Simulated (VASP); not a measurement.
Input of a VASP 6.6.1 run:

The input INCAR:

```
SYSTEM = Mo3W
ALGO = Normal
EDIFF = 1E-6
ENCUT = 500
GGA = PE
GGA_COMPAT = .FALSE.
ISIF = 2
ISMEAR = 0
LASPH = .TRUE.
LCHARG = .TRUE.
LELF = .TRUE.
LREAL = .FALSE.
LVHAR = .TRUE.
LWAVE = .FALSE.
NBANDS = 66
NELM = 120
PREC = Accurate
SIGMA = 0.1
```

File KPOINTS:

```
k-points
0
G
  3 3 4
  0 0 0
```

File POSCAR:

```
Mo3W
1.0
    5.7530458676      0.0000000025      0.0000000000
   -2.8765229360      4.9822838692      0.0000000000
    0.0000000000      0.0000000000      4.4908784681
Mo W
6 2
Direct
    0.1675252659      0.3350505318      0.2500000000
    0.6649494682      0.8324747341      0.2500000000
    0.1675252659      0.8324747341      0.2500000000
    0.8324747341      0.6649494682      0.7500000000
    0.3350505318      0.1675252659      0.7500000000
    0.8324747341      0.1675252659      0.7500000000
    0.3333333333      0.6666666667      0.7500000000
    0.6666666667      0.3333333333      0.2500000000
```

Potentials or basis: VASP PAW PBE potentials, release 64 (Mo_sv, W_sv).

Run with:

```console
$ cat potpaw_PBE.64/Mo_sv/POTCAR potpaw_PBE.64/W_sv/POTCAR > POTCAR
$ mpirun -np 1 vasp_std > vasp.out
```

Q: Predict the largest force.

A: 0.016 eV/Å.

Q: What does it give for the band gap on the k mesh?

A: Zero (bands 56 and 57 overlap by 1.24 eV).

Q: What does it give for the pressure?

A: 0.5 GPa.

Stress tensor (GPa, compression positive):
```
0.49 0.00 0.00
0.00 0.49 0.00
0.00 0.00 0.58
```

Caveat: the k points lie up to 0.42 Å⁻¹ apart, too coarse for converged energies and pressures of a metal; spin-orbit coupling is left out, which moves the levels of the heavy elements.
